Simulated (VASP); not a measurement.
# SiC18 in VASP: single point with PBE

Aim: the single point of SiC18 with PBE.

Everything below comes from runs of VASP 6.6.1. Logs are shortened: lines on timing, memory, paths and dates and some standing lists are left out, and cuts for length are marked.

### 1 The cell of the first run

The cell holds a slab with vacuum, 19 atoms: a = 7.398 Å, b = 7.398 Å, c = 11.000 Å, α = 90.00°, β = 90.00°, γ = 120.00°.

### 2 Single point, PBE, collinear spin

INCAR

```
PREC = Accurate
ENCUT = 520
EDIFF = 1E-6
ISMEAR = -1
SIGMA = 0.02
LREAL = Auto
LASPH = T
NELM = 150
ALGO = Normal
ISIF = 2
LWAVE = F
LCHARG = F
ISPIN = 2
MAGMOM = 0 0 0 0 0 0 0 0 0 0 0 0 0 0 0 0 0 0 0.22
LORBIT = 11
GGA = PE
NBANDS = 57
```

KPOINTS

```
regular mesh
0
Gamma
  2 2 1
```

POSCAR

```
SiC18
1.0
    7.3980000000      0.0000000000      0.0000000000
   -3.6990000000      6.4068560000      0.0000000000
    0.0000000000      0.0000000000     11.0000000000
C Si
18 1
Direct
    0.0058643919      0.0047647395      0.0886846364
    0.2272832291      0.1132455607      0.0877687273
    0.0048703996      0.3350284445      0.0866772727
    0.2268518978      0.4458662720      0.0902296364
    0.0048228300      0.6662690718      0.0939062727
    0.2277019459      0.7793549597      0.0923085455
    0.3375521639      0.0011610999      0.0886661818
    0.5592552006      0.1117526287      0.0857060000
    0.3374541983      0.3343190482      0.0892189091
    0.5590891893      0.4428666728      0.0908833636
    0.3375277164      0.6682995529      0.0927756364
    0.5593958687      0.7807273958      0.0938808182
    0.6709373671      0.0016398059      0.0874930000
    0.8935478919      0.1134331722      0.0857924545
    0.6704521084      0.3331245466      0.0853399091
    0.8927773766      0.4441938448      0.0874494545
    0.6696344028      0.6669773755      0.0977165455
    0.8953507137      0.7810158368      0.0933908182
    0.8130614973      0.7177331596      0.2775664545
```

Potentials or basis: VASP PAW PBE potentials, release 64 (C, Si).

Command:

```bash
$ cat potpaw_PBE.64/C/POTCAR potpaw_PBE.64/Si/POTCAR > POTCAR
$ mpirun -np 1 vasp_std > vasp.out
```

OUTCAR:

```text
PREC = Accurate
   ENCUT = 520
   EDIFF = 1E-6
   ISMEAR = -1
   LREAL = Auto
   LASPH = T
   NELM = 150
   ISIF = 2
   ISPIN = 2
   LORBIT = 11
   GGA = PE

 ion  position               nearest neighbor table
   1  0.006  0.005  0.089-  14 1.42   2 1.42  18 1.43
   2  0.227  0.113  0.088-   9 1.42   1 1.42   7 1.42
   3  0.005  0.335  0.087-  16 1.42  14 1.42   4 1.42
   4  0.227  0.446  0.090-   3 1.42   9 1.42  11 1.43
   5  0.005  0.666  0.094-  16 1.42   6 1.43  18 1.44  19 2.60
   6  0.228  0.779  0.092-  11 1.42   7 1.42   5 1.43
   7  0.338  0.001  0.089-   8 1.42   6 1.42   2 1.42
   8  0.559  0.112  0.086-  15 1.42   7 1.42  13 1.42
   9  0.337  0.334  0.089-   2 1.42  10 1.42   4 1.42
  10  0.559  0.443  0.091-  15 1.42   9 1.42  17 1.44
  11  0.338  0.668  0.093-   6 1.42  12 1.42   4 1.43
  12  0.559  0.781  0.094-  13 1.42  11 1.42  17 1.44
  13  0.671  0.002  0.087-  12 1.42   8 1.42  14 1.43
  14  0.894  0.113  0.086-   1 1.42   3 1.42  13 1.43
  15  0.670  0.333  0.085-  10 1.42   8 1.42  16 1.42
  16  0.893  0.444  0.087-   3 1.42  15 1.42   5 1.42
  17  0.670  0.667  0.098-  12 1.44  10 1.44  18 1.45  19 2.19
  18  0.895  0.781  0.093-   1 1.43   5 1.44  17 1.45  19 2.10
  19  0.813  0.718  0.278-  18 2.10  17 2.19   5 2.60

  LATTYP: Found a hexagonal cell.
 ALAT       =     7.3980000000
 C/A-ratio  =     1.4868883482

  Lattice vectors:

 A1 = (   7.3980000000,   0.0000000000,   0.0000000000)
 A2 = (  -3.6990000000,   6.4068560000,   0.0000000000)
 A3 = (   0.0000000000,   0.0000000000,  11.0000000000)

Analysis of symmetry for initial positions (statically):
=====================================================================
 Subroutine PRICEL returns:
 Original cell was already a primitive cell.

 Routine SETGRP: Setting up the symmetry group for a
 hexagonal supercell.

 Subroutine GETGRP returns: Found  1 space group operations
 (whereof  1 operations were pure point group operations)
 out of a pool of 24 trial point group operations.

The static configuration has the point symmetry C_1 .

Analysis of symmetry for dynamics (positions and initial velocities):
=====================================================================
 Subroutine PRICEL returns:
 Original cell was already a primitive cell.

 Routine SETGRP: Setting up the symmetry group for a
 hexagonal supercell.

[... 168 lines left out ...]

 number of electron      75.9999999 magnetization       0.4973200

 Free energy of the ion-electron system (eV)
  ---------------------------------------------------
  ext. energy  EPLUGINS =         0.00000000
  ---------------------------------------------------
  free energy    TOTEN  =      -167.43449167 eV

  energy without entropy =     -167.42811279  energy(sigma->0) =     -167.43130223

 E-fermi :  -0.6707     XC(G=0):  -4.4650

 val. band max:       -0.6916702483   @ k =   0.5000   0.5000   0.0000
 cond. band min:      -0.6459315329   @ k =   0.0000   0.5000   0.0000
 fundamental gap:      0.0457387154
 Fermi energy:        -0.6706673430

 spin component 1

 k-point     1 :       0.0000    0.0000    0.0000
  band No.  band energies     occupation
      1     -20.7171      1.00000
      2     -18.5061      1.00000
      3     -18.1148      1.00000
      4     -18.0516      1.00000
      5     -17.9923      1.00000
      6     -17.9205      1.00000
[... 201 lines left out ...]
     49       4.1958      0.00000
     50       4.8137      0.00000
 Fermi energy:        -0.6706673430

 spin component 2

 k-point     1 :       0.0000    0.0000    0.0000
  band No.  band energies     occupation
      1     -20.7176      1.00000
      2     -18.4984      1.00000
      3     -18.1266      1.00000
      4     -18.0579      1.00000
      5     -17.9966      1.00000
      6     -17.9144      1.00000
[... 201 lines left out ...]
     49       4.3340      0.00000
     50       4.8351      0.00000
 [bands above 50 left out]

------------------------ aborting loop because EDIFF is reached ----------------------------------------

  FORCE on cell =-STRESS in cart. coord.  units (eV):
  Direction    XX          YY          ZZ          XY          YZ          ZX
  --------------------------------------------------------------------------------------
  -------------------------------------------------------------------------------------
  Total        4.2137729      6.1419619     -0.3028154     -0.7824137      0.0267954     -0.2246819
  in kB       12.9488062     18.8740770     -0.9305431     -2.4043355      0.0823416     -0.6904413
  external PRESSURE =      10.2974467 kB  Pullay stress =       0.0000000 kB

 VOLUME and BASIS-vectors are now :
 -----------------------------------------------------------------------------
  energy-cutoff  :      520.00
  volume of cell :      521.38
      direct lattice vectors                 reciprocal lattice vectors
     7.398000000  0.000000000  0.000000000     0.135171668  0.078041398  0.000000000
    -3.699000000  6.406856000  0.000000000     0.000000000  0.156082796  0.000000000
     0.000000000  0.000000000 11.000000000     0.000000000  0.000000000  0.090909091

 POSITION                                       TOTAL-FORCE (eV/Angst)
 -----------------------------------------------------------------------------------
      0.02576      0.03053      0.97553        -0.034447     -0.025055      0.048999
      1.26255      0.72555      0.96546         0.056272      0.022465      0.013015
     -1.20324      2.14648      0.95345        -0.011818      0.001954     -0.013055
      0.02899      2.85660      0.99253         0.027082     -0.001228      0.010441
     -2.42885      4.26869      1.03297         0.023386     -0.000814     -0.009957
     -1.19830      4.99321      1.01539         0.010266     -0.030604     -0.018658
[... 11 lines left out ...]
      3.73483      5.00386      1.02730         0.015465     -0.026471      0.020014
      3.36013      4.59841      3.05323        -0.108472      0.008257     -0.095611
 -----------------------------------------------------------------------------------
    total drift:                                0.001496      0.017650      0.011681

  FREE ENERGIE OF THE ION-ELECTRON SYSTEM (eV)
  ---------------------------------------------------
  free  energy   TOTEN  =      -167.4344916702 eV

  energy  without entropy=     -167.4281127857  energy(sigma->0) =     -167.43130223

 total charge

# of ion       s       p       d       tot
------------------------------------------
    1        0.864   1.785   0.000   2.648
    2        0.861   1.802   0.000   2.664
    3        0.862   1.796   0.000   2.659
    4        0.862   1.786   0.000   2.648
    5        0.862   1.771   0.000   2.633
    6        0.861   1.799   0.000   2.660
[... 11 lines left out ...]
   18        0.858   1.793   0.000   2.652
   19        0.939   0.601   0.000   1.540
--------------------------------------------------
tot         16.441  32.853   0.000  49.294

 magnetization (x)

# of ion       s       p       d       tot
------------------------------------------
    1        0.000  -0.015   0.000  -0.014
    2        0.001   0.011   0.000   0.012
    3        0.000   0.001   0.000   0.001
    4        0.000   0.006   0.000   0.006
    5       -0.000  -0.010   0.000  -0.010
    6        0.000   0.006   0.000   0.006
[... 11 lines left out ...]
   18       -0.000  -0.003   0.000  -0.003
   19        0.005   0.169   0.000   0.174
--------------------------------------------------
tot          0.007   0.148   0.000   0.155
```

OSZICAR:

```text
N       E                     dE             d eps       ncg     rms          rms(c)
DAV:   1     0.576992488980E+03    0.57699E+03   -0.30590E+04   912   0.106E+03
DAV:   2    -0.923429046929E+02   -0.66934E+03   -0.63519E+03  1357   0.260E+02
[... 34 lines left out ...]
DAV:  37    -0.167434674300E+03    0.18017E-04   -0.12864E-05   944   0.655E-03    0.260E-02
DAV:  38    -0.167434626769E+03    0.47532E-04   -0.71746E-05  1038   0.152E-02    0.239E-02
DAV:  39    -0.167434541624E+03    0.85144E-04   -0.18421E-04  1032   0.245E-02    0.282E-02
DAV:  40    -0.167434485253E+03    0.56371E-04   -0.56994E-05  1056   0.145E-02    0.343E-02
DAV:  41    -0.167434491893E+03   -0.66403E-05   -0.23286E-06   831   0.444E-03    0.341E-02
DAV:  42    -0.167434491670E+03    0.22310E-06   -0.60591E-08   672   0.105E-03
   1 F= -.16743449E+03 E0= -.16743130E+03  d E =-.637888E-02  mag=     0.4999
```

Run time: 8.6 min. Hardware: 1 thread of AMD EPYC 9R45 (Zen 5), shared host; peak memory 0.8 GiB.

Results:

```
Free energy                                           : -167.4345 eV
Largest force                                         : 0.145 eV/Å
Net moment                                            : 0.50 μB per cell
Site moments                                          : C -0.01, +0.01, +0.00, -0.00 (each value once); Si +0.17 μB
Valence electrons inside the program's atomic spheres : C 2.65, 2.66, 2.63, 2.64 (each value once); Si 1.54
```

Forces in eV/Å, atoms in the order of the input:
```
C   -0.034 -0.025  0.049
C    0.056  0.022  0.013
C   -0.012  0.002 -0.013
C    0.027 -0.001  0.010
C    0.023 -0.001 -0.010
C    0.010 -0.031 -0.019
C    0.003  0.002  0.013
C    0.016 -0.007 -0.002
C   -0.058 -0.017  0.007
C    0.041  0.056  0.073
C    0.005  0.024 -0.016
C   -0.014 -0.002  0.003
C   -0.004 -0.005 -0.016
C   -0.023  0.004 -0.002
C    0.058 -0.001  0.003
C    0.021 -0.017 -0.032
C   -0.023  0.015  0.013
C    0.015 -0.026  0.020
Si  -0.108  0.008 -0.096
```

Caveat: the k points lie up to 0.49 Å⁻¹ apart.
